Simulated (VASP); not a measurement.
Pd: single point with revPBE

Crystal: Pd.

```
CELL_PARAMETERS angstrom
3.20036 0.00000 0.00000
0.00000 3.20036 0.00000
0.00000 0.00000 3.20036
ATOMIC_POSITIONS crystal
Pd 0.00000 0.00000 0.00000
Pd 0.50000 0.50000 0.50000
```

This isn't the form of Pd at room conditions, which is fcc.

```json
{
  "Program": "VASP 6.6.1",
  "Task": "single point",
  "Functional": "revPBE",
  "Potentials or basis": "VASP PAW PBE potentials, release 64 (Pd)",
  "Cutoff": "520 eV",
  "k mesh": "11 × 11 × 11",
  "Occupations": "fermi-dirac, width 0.05 eV",
  "Spin": "collinear spin",
  "Starting moments": "[0.5, -0.5] μB",
  "Dipole correction": "no",
  "Further INCAR settings": "ALGO = Normal; EDIFF = 1e-06; NBANDS = 21"
}
```

* Pressure: -5.4 GPa
* Band gap on the k mesh: zero (filled and empty bands overlap)
* Net moment: 0.00 μB per cell
* Valence electrons inside the program's atomic spheres: Pd 9.26

Levels at points of the mesh, in eV from the Fermi level:
Spin up:
```csv
k point,band 6,band 7,band 8,band 9,band 10,band 11,band 12,band 13,band 14,band 15
"(0.00, 0.00, 0.00)",-2.51,-0.82,-0.82,0.16,0.16,0.16,8.89,8.89,8.89,16.10
```
Spin down:
| k point | band 6 | band 7 | band 8 | band 9 | band 10 | band 11 | band 12 | band 13 | band 14 | band 15 |
| --- | --- | --- | --- | --- | --- | --- | --- | --- | --- | --- |
| (0.00, 0.00, 0.00) | -2.51 | -0.82 | -0.82 | 0.16 | 0.16 | 0.16 | 8.89 | 8.89 | 8.89 | 16.10 |

Run time: 17 s on 1 thread of Intel(R) Xeon(R) 6975P-C (Granite Rapids), with other jobs on the host, peak memory 0.18 GiB.

Caveat: the cell stands under tension; the PAW data sets were made with another functional, which shifts forces and pressure a little.
